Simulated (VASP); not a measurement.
Here is a VASP 6.6.1 calculation.

INCAR

```
SYSTEM = O
  PREC = Accurate
  ENCUT = 520
  EDIFF = 1E-7
  ISMEAR = -1
  SIGMA = 0.13605693000000002
  LREAL = .FALSE.
  LASPH = .TRUE.
  NELM = 80
  ALGO = Normal
  ISIF = 2
  LWAVE = .FALSE.
  LCHARG = .FALSE.
  GGA = PE
  NBANDS = 9
```

The input KPOINTS:

```
Automatic mesh
0
G
  18 18 18
  0 0 0
```

The input POSCAR:

```
O
1.0
    0.0000000000      1.5901082426      1.5901082426
    1.5901082426      0.0000000000      1.5901082426
    1.5901082426      1.5901082426      0.0000000000
O
1
Direct
    0.0000000000      0.0000000000      0.0000000000
```

Potentials or basis: VASP PAW PBE potentials, release 64 (O).

Launch:

```bash
$ cat potpaw_PBE.64/O/POTCAR > POTCAR
$ mpirun -np 1 vasp_std > vasp.out
```

(1) Predict the band gap on the k mesh.

(2) What does it give for the pressure?

Results:

(1) zero (band 3 reaches 3.66 eV, above the bottom of band 4 at 0.37 eV).

(2) -0.3 GPa.
